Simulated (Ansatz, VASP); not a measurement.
# Two plane-wave programs on Be

```
Be
1.0
    -2.09879    2.09879    1.05459
     2.09879   -2.09879    1.05459
     2.09879    2.09879   -1.05459
Be
2
Direct
  0.00000 0.00000 0.00000
  0.75000 0.25000 0.50000
```

Alike in both runs: functional PBEsol; k mesh 28 × 28 × 28; occupations gaussian, width 0.1 eV; no spin polarisation.

Ansatz relaxed the structure, and its values are those at the end. VASP's run is a single point on that final structure, the one shown.

|  | VASP | Ansatz |
| --- | --- | --- |
| version | VASP 6.6.1 | Ansatz 0.2.0 |
| potentials or method | VASP PAW PBE potentials, release 64 (Be), cutoff 520 eV | scalar-relativistic, plane waves, PAW |
| valence electrons in the cell | 4 | 4 |

```csv
,VASP,Ansatz,Ansatz less VASP
gap on the k mesh at the Fermi level (eV),none,none,-
pressure (GPa),0.3,0.0,-0.25
```

VASP's potentials were made for PBE, not for PBEsol. A gap of «none» marks a metal or a gap that the smearing closes. The functional is the same, so the differences come from potentials, cutoffs and numerics.
